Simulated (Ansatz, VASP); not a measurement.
# InSb3 in VASP and in Ansatz

```xyz
8
Lattice="-4.7335 4.7335 0.0000 0.0000 4.7335 -4.7335 -4.7335 0.0000 -4.7335" Properties=species:S:1:pos:R:3 pbc="T T T"
In   -4.7335    4.7335   -4.7335
In    0.0000    0.0000    0.0000
Sb   -3.2127    0.0000   -3.2127
Sb   -2.3667    4.7335   -2.3667
Sb    0.0000    2.3667   -2.3667
Sb   -4.7335    2.3667   -2.3667
Sb   -2.3667    2.3667   -4.7335
Sb   -2.3667    2.3667    0.0000
```

Alike in both runs: task single point; functional PBE; dispersion D3(BJ); k mesh 8 × 8 × 8; occupations gaussian, width 0.15 eV; no spin polarisation.

|  | VASP | Ansatz |
| --- | --- | --- |
| version | VASP 6.6.1 | Ansatz 0.2.0 |
| potentials or method | VASP PAW PBE potentials, release 64 (In_d, Sb), cutoff 520 eV | scalar-relativistic, plane waves, PAW |
| valence electrons in the cell | 56 | 116 |

Ansatz gave:

- gap on the k mesh at the Fermi level (eV): none
- pressure (GPa): 9.3
- traceless stress, the component that is largest in VASP (GPa): 8.79
- rms of the force components (eV/Å): 4.059

Task: What did VASP give for the same quantities?

Result: gap on the k mesh at the Fermi level (eV): none; pressure (GPa): 9.3; traceless stress, the component that is largest in VASP (GPa): 8.81; rms of the force components (eV/Å): 4.079.

Atom by atom the forces differ by 0.021 eV/Å (rms over components). A gap of «none» marks a metal or a gap that the smearing closes. VASP's potentials hold 56 valence electrons a cell and Ansatz's 116, so a difference there can come from the potentials and not from the codes.

Spin-orbit coupling is off throughout.
